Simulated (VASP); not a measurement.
# Si4C in VASP: relaxation of the atoms with PBE

Aim: the relaxation of the atoms of Si4C with PBE.

Program: VASP 6.6.1. These are calculated values, not measurements. Logs are shortened: lines on timing, memory, paths and dates and some standing lists are left out, and cuts for length are marked.

## 1. The cell of the first run

The cell holds a slab with vacuum, 5 atoms: a = 3.868 Å, b = 3.868 Å, c = 19.437 Å, α = 90.00°, β = 90.00°, γ = 120.00°.

## 2. Relaxation of the atoms, PBE, collinear spin

Contents of INCAR:

```
SYSTEM = Si4C
ALGO     = Normal         ! electronic algorithm
DIPOL    = 0.5 0.5 0.335
EDIFF    = 1E-7           ! SCF threshold, eV
EDIFFG   = -0.025         ! ionic threshold
ENCUT    = 520            ! plane-wave cutoff, eV
GGA      = PE             ! functional
GGA_COMPAT= .FALSE.      
IBRION   = 2              ! ionic algorithm
IDIPOL   = 3            
ISIF     = 2              ! what is computed and relaxed
ISMEAR   = 0              ! smearing method
ISPIN    = 2              ! spin polarisation
KPAR     = 4            
LASPH    = .TRUE.         ! aspherical terms in the spheres
LCHARG   = .FALSE.        ! write CHGCAR
LDIPOL   = .TRUE.       
LORBIT   = 11             ! projections on sites
LREAL    = .FALSE.        ! projectors in reciprocal space
LWAVE    = .FALSE.        ! write WAVECAR
MAGMOM   = 0 0 0 0 2      ! initial moments
NELM     = 200            ! most SCF steps
NELMDL   = -8           
NELMIN   = 4            
NSW      = 36             ! ionic steps
PREC     = Accurate       ! precision mode
SIGMA    = 0.05           ! smearing width, eV
```

Contents of KPOINTS:

```
k-points
0
G
  9 9 1
  0 0 0
```

Contents of POSCAR:

```
Si4C
1.0
    3.8675355701      0.0000000000      0.0000000000
   -1.9337677851      3.3493840538      0.0000000000
    0.0000000000      0.0000000000     19.4372967090
Si C
4 1
Selective dynamics
Direct
    0.3333333333      0.6666666667      0.2057899336  F F F
    0.0000000000      0.0000000000      0.2464055298  F F F
    0.0000000000      0.0000000000      0.3748662321  F F F
    0.6666666667      0.3333333333      0.4083539408  F F F
    0.6666666667      0.8333333333      0.4392123252  F F T
```

Potentials or basis: VASP PAW PBE potentials, release 64 (Si, C).

Started as:

```bash
cat potpaw_PBE.64/Si/POTCAR potpaw_PBE.64/C/POTCAR > POTCAR
mpirun -np 4 vasp_std > vasp.out
```

OUTCAR:

```text
SYSTEM = Si4C
   EDIFF = 1E-7
   EDIFFG = -0.025
   ENCUT = 520
   GGA = PE
   IBRION = 2
   ISIF = 2
   ISMEAR = 0
   ISPIN = 2
   LASPH = .TRUE.
   LORBIT = 11
   LREAL = .FALSE.
   NELM = 200
   NELMDL = -8
   NELMIN = 4
   NSW = 36
   PREC = Accurate

 ion  position               nearest neighbor table
   1  0.333  0.667  0.206-   2 2.37   2 2.37   2 2.37
   2  0.000  0.000  0.246-   1 2.37   1 2.37   1 2.37   3 2.50
   3  0.000  0.000  0.375-   5 1.68   4 2.33   4 2.33   4 2.33   2 2.50
   4  0.667  0.333  0.408-   5 2.02   5 2.02   3 2.33   3 2.33   3 2.33
   5  0.667  0.833  0.439-   3 1.68   4 2.02   4 2.02

  LATTYP: Found a hexagonal cell.
 ALAT       =     3.8675355701
 C/A-ratio  =     5.0257577097

  Lattice vectors:

 A1 = (   3.8675355701,   0.0000000000,   0.0000000000)
 A2 = (  -1.9337677851,   3.3493840538,   0.0000000000)
 A3 = (   0.0000000000,   0.0000000000,  19.4372967090)

Analysis of symmetry for initial positions (statically):
=====================================================================
 Subroutine PRICEL returns:
 Original cell was already a primitive cell.

 Routine SETGRP: Setting up the symmetry group for a
 hexagonal supercell.

 Subroutine GETGRP returns: Found  2 space group operations
 (whereof  2 operations were pure point group operations)
 out of a pool of 24 trial point group operations.

The static configuration has the point symmetry C_1h.

Analysis of symmetry for dynamics (positions and initial velocities):
=====================================================================
 Subroutine PRICEL returns:
 Original cell was already a primitive cell.

 Routine SETGRP: Setting up the symmetry group for a
 hexagonal supercell.

 Subroutine GETGRP returns: Found  2 space group operations
 (whereof  2 operations were pure point group operations)
 out of a pool of 24 trial point group operations.

The dynamic configuration has the point symmetry C_1h.

Analysis of constrained symmetry for selective dynamics:
=====================================================================
 Subroutine PRICEL returns:
 Original cell was already a primitive cell.

 Routine SETGRP: Setting up the symmetry group for a
 hexagonal supercell.

 Subroutine GETGRP returns: Found  2 space group operations
 (whereof  2 operations were pure point group operations)
 out of a pool of 24 trial point group operations.

The constrained configuration has the point symmetry C_1h.

Analysis of structural, dynamic, and magnetic symmetry:
=====================================================================
 Subroutine PRICEL returns:
 Original cell was already a primitive cell.

 Routine SETGRP: Setting up the symmetry group for a
 hexagonal supercell.

 Subroutine GETGRP returns: Found  2 space group operations
 (whereof  2 operations were pure point group operations)
 out of a pool of 24 trial point group operations.

The overall configuration has the point symmetry C_1h.

 Subroutine INISYM returns: Found  2 space group operations
 (whereof  2 operations are pure point group operations),
 and found     1 'primitive' translations

----------------------------------------------------------------------------------------

                                     Primitive cell

  volume of cell :     251.7881

  direct lattice vectors                    reciprocal lattice vectors
     3.867535570  0.000000000  0.000000000     0.258562586  0.149281179  0.000000000
    -1.933767785  3.349384054  0.000000000     0.000000000  0.298562358  0.000000000
     0.000000000  0.000000000 19.437296709     0.000000000  0.000000000  0.051447483

  length of vectors
     3.867535570  3.867535570 19.437296709     0.298562358  0.298562358  0.051447483

  position of ions in fractional coordinates (direct lattice)
     0.333333333  0.666666667  0.205789934
     0.000000000  0.000000000  0.246405530
     0.000000000  0.000000000  0.374866232
     0.666666667  0.333333333  0.408353941
     0.666666667  0.833333333  0.439212325

  ion indices of the primitive-cell ions
   primitive index   ion index
                 1           1
                 2           2
                 3           3
                 4           4
                 5           5

[... 86 lines left out ...]
   EFERMI_NEDOS =   21; number of points for ismear=-14 and -15
   IALGO  =     38    algorithm
   IMIX   =      4    mixing-type and parameters
     AMIX     =   0.40;   BMIX     =  1.00
     AMIX_MAG =   1.60;   BMIX_MAG =  1.00
  volume/ion in A,a.u.               =      50.36       339.83
  Fermi-wavevector in a.u.,A,eV,Ry     =   0.703731  1.329858  6.738106  0.495237
  Thomas-Fermi vector in A             =   1.788781
   LORBIT       =     11    0 simple, 1 ext, 2 COOP (PROOUT), +10 PAW based schemes
   GGA     = PE    functional components
   LHFCALC =     F    Hartree Fock is set to
   AEXX    =    0.0000 exact exchange contribution
   IVDW    =     0    specifies the selected vdW correction
   LEPSILON=     F    determine dielectric tensor
   LRPA    =     F    only Hartree local field effects (RPA)
 conjugate gradient relaxation of ions
 spin polarized calculation
 Gauss-broadening in eV      SIGMA  =   0.05
  energy-cutoff  :      520.00
  volume of cell :      251.79
 maximum number of plane-waves:      6807
 NGX is ok and might be reduce to    30
   NGX = 15   NGY = 15   NGZ = 73

 dipolmoment           0.000000      0.000000     -0.044957 electrons x Angstroem

--------------------------------------- Ionic step        1  -------------------------------------------

 number of electron      20.0000002 magnetization      -0.0000264

 number of electron      20.0000002 magnetization       0.0000047

 Free energy of the ion-electron system (eV)
  ---------------------------------------------------
  ext. energy  EPLUGINS =         0.00000000
  ---------------------------------------------------
  free energy    TOTEN  =       -25.34385781 eV

  energy without entropy =      -25.34362964  energy(sigma->0) =      -25.34374372

------------------------ aborting loop because EDIFF is reached ----------------------------------------

  FORCE on cell =-STRESS in cart. coord.  units (eV):
  Direction    XX          YY          ZZ          XY          YZ          ZX
  --------------------------------------------------------------------------------------
  -------------------------------------------------------------------------------------
  Total        3.1994905     -1.8619960      2.1365600      4.3833759     -2.2485796     -3.8946538
  in kB       20.3589925    -11.8482496     13.5953546     27.8922898    -14.3081579    -24.7824544
  external PRESSURE =       7.3686992 kB  Pullay stress =       0.0000000 kB
[... 69 lines left out ...]
 number of electron      20.0000002 magnetization      -0.0000000

 number of electron      20.0000002 magnetization       0.0000000

 dipolmoment           0.000000      0.000000      0.090419 electrons x Angstroem

 Free energy of the ion-electron system (eV)
  ---------------------------------------------------
  ext. energy  EPLUGINS =         0.00000000
  ---------------------------------------------------
  free energy    TOTEN  =       -25.44343228 eV

  energy without entropy =      -25.44317173  energy(sigma->0) =      -25.44330201

 E-fermi :  -1.5241     XC(G=0):  -4.0526

 val. band max:       -1.5759070511   @ k =   0.0000   0.0000   0.0000
 cond. band min:      -1.4672836123   @ k =   0.0000   0.0000   0.0000
 fundamental gap:      0.1086234388
 Fermi energy:        -1.5240864189

 spin component 1

 k-point     1 :       0.0000    0.0000    0.0000
  band No.  band energies     occupation
      1     -15.3643      1.00000
      2     -12.1474      1.00000
      3      -8.5680      1.00000
      4      -6.0052      1.00000
      5      -5.0778      1.00000
      6      -4.6108      1.00000
      7      -2.5209      1.00000
      8      -2.0239      1.00000
      9      -1.9574      1.00000
     10      -1.5759      0.92864
     11      -1.4673      0.05407
     12      -0.0849      0.00000
     13       0.7798      0.00000
     14       1.7399      0.00000
[... 401 lines left out ...]
      2     -10.3670      1.00000
      3      -9.7786      1.00000
      4      -8.3612      1.00000
      5      -7.4941      1.00000
      6      -5.4433      1.00000
      7      -4.9470      1.00000
      8      -3.8253      1.00000
      9      -2.9369      1.00000
     10      -1.7563      1.00000
     11      -1.1626      0.00000
     12       0.7641      0.00000
     13       1.5860      0.00000
     14       2.1363      0.00000
     15       2.7795      0.00000

 [... further k-points ...]

 spin component 2

 k-point     1 :       0.0000    0.0000    0.0000
  band No.  band energies     occupation
      1     -15.3643      1.00000
      2     -12.1474      1.00000
      3      -8.5680      1.00000
      4      -6.0052      1.00000
      5      -5.0778      1.00000
      6      -4.6108      1.00000
      7      -2.5209      1.00000
      8      -2.0239      1.00000
      9      -1.9574      1.00000
     10      -1.5759      0.92864
     11      -1.4673      0.05407
     12      -0.0849      0.00000
     13       0.7798      0.00000
     14       1.7399      0.00000
[... 401 lines left out ...]
      2     -10.3670      1.00000
      3      -9.7786      1.00000
      4      -8.3612      1.00000
      5      -7.4941      1.00000
      6      -5.4433      1.00000
      7      -4.9470      1.00000
      8      -3.8253      1.00000
      9      -2.9369      1.00000
     10      -1.7563      1.00000
     11      -1.1626      0.00000
     12       0.7641      0.00000
     13       1.5860      0.00000
     14       2.1363      0.00000
     15       2.7795      0.00000

 [... further k-points ...]

------------------------ aborting loop because EDIFF is reached ----------------------------------------

 vacuum level on the upper side and lower side of the slab       (xc-potential included)         0.612        -0.619

  FORCE on cell =-STRESS in cart. coord.  units (eV):
  Direction    XX          YY          ZZ          XY          YZ          ZX
  --------------------------------------------------------------------------------------
  -------------------------------------------------------------------------------------
  Total        1.7555829     -2.6602193     -0.1580312      3.8241969     -1.3716572     -2.3757796
  in kB       11.1711223    -16.9275025     -1.0055841     24.3341229     -8.7281266    -15.1175564
  external PRESSURE =      -2.2539881 kB  Pullay stress =       0.0000000 kB
[... 20 lines left out ...]
  FREE ENERGIE OF THE ION-ELECTRON SYSTEM (eV)
  ---------------------------------------------------
  free  energy   TOTEN  =       -25.4434322825 eV

  energy  without entropy=      -25.4431717327  energy(sigma->0) =      -25.44330201

 reached required accuracy - stopping structural energy minimisation

 vacuum level on the upper side and lower side of the slab         4.429         3.165

 total charge

# of ion       s       p       d       tot
------------------------------------------
    1        0.806   0.828   0.000   1.634
    2        0.770   0.871   0.000   1.641
    3        0.783   0.937   0.000   1.720
    4        0.764   0.826   0.000   1.590
    5        0.922   1.378   0.000   2.301
--------------------------------------------------
tot          4.046   4.839   0.000   8.885

 magnetization (x)

# of ion       s       p       d       tot
------------------------------------------
    1        0.000   0.000   0.000   0.000
    2        0.000   0.000   0.000   0.000
    3       -0.000   0.000   0.000   0.000
    4       -0.000   0.000   0.000   0.000
    5        0.000  -0.000   0.000  -0.000
--------------------------------------------------
tot          0.000  -0.000   0.000  -0.000
```

Wall time 4.2 min (4 MPI ranks of Intel Xeon Platinum 8488C (Sapphire Rapids), shared host); peak memory 0.56 GiB.

What came out:

| Quantity | Value |
| --- | --- |
| Free energy | -25.4434 eV |
| Energy gained by relaxing | 19.9 meV/atom |
| Ionic steps | 3 |
| Band gap on the k mesh | 0.11 eV |
| Net moment | 0.00 μB per cell |
| Valence electrons inside the program's atomic spheres | Si 1.63, 1.64, 1.72, 1.59; C 2.30 |

The path:
| step | energy change (eV) | largest force on free atoms (eV/Å) | pressure (GPa) |
| --- | --- | --- | --- |
| 1 | 0.0000 | 1.9241 | 0.74 |
| 2 | -0.0975 | 0.2516 | -0.10 |
| 3 | -0.0996 | 0.0019 | -0.23 |

Final structure:
```
CELL_PARAMETERS angstrom
3.86754 0.00000 0.00000
-1.93377 3.34938 0.00000
0.00000 0.00000 19.43730
ATOMIC_POSITIONS crystal
Si 0.33333 0.66667 0.20579
Si 0.00000 0.00000 0.24641
Si 0.00000 0.00000 0.37487
Si 0.66667 0.33333 0.40835
C 0.66667 0.83333 0.44484
```
